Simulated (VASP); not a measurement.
Input of a VASP 6.6.1 run:

The input INCAR:

```
PREC = Accurate
ENCUT = 520
EDIFF = 1E-6
ISMEAR = 0
SIGMA = 0.05
LREAL = Auto
LASPH = T
NELM = 60
ALGO = Normal
ISIF = 2
LWAVE = F
LCHARG = F
GGA = CA
IBRION = 2
NSW = 80
EDIFFG = -0.03
NELECT = 74.0
```

File KPOINTS:

```
Automatic mesh
0
Gamma
  2 2 2
```

The input POSCAR:

```
CuSi16
1.0
    0.0000000000      5.4300000000      5.4300000000
    5.4300000000      0.0000000000      5.4300000000
    5.4300000000      5.4300000000      0.0000000000
Si Cu
16 1
Direct
    0.0000000000      0.0000000000      0.0000000000
    0.1250000000      0.1250000000      0.1250000000
    0.0000000000      0.0000000000      0.5000000000
    0.1250000000      0.1250000000      0.6250000000
    0.0000000000      0.5000000000      0.0000000000
    0.1250000000      0.6250000000      0.1250000000
    0.0000000000      0.5000000000      0.5000000000
    0.1250000000      0.6250000000      0.6250000000
    0.5000000000      0.0000000000      0.0000000000
    0.6250000000      0.1250000000      0.1250000000
    0.5000000000      0.0000000000      0.5000000000
    0.6250000000      0.1250000000      0.6250000000
    0.5000000000      0.5000000000      0.0000000000
    0.6250000000      0.6250000000      0.1250000000
    0.5000000000      0.5000000000      0.5000000000
    0.6250000000      0.6250000000      0.6250000000
    0.3082324400      1.0611157500      0.8226976700
```

Potentials or basis: VASP PAW LDA potentials, release 64 (Si, Cu).

The run is started by

```bash
$ cat potpaw_LDA.64/Si/POTCAR potpaw_LDA.64/Cu/POTCAR > POTCAR
$ mpirun -np 1 vasp_std > vasp.out
```

(1) What does it give for the energy gained by relaxing?

## Answers

(1) 30.1 meV/atom.

Caveat: the k points lie up to 0.50 Å⁻¹ apart; the cell carries a net charge on a neutralising background, which shifts energy and pressure.
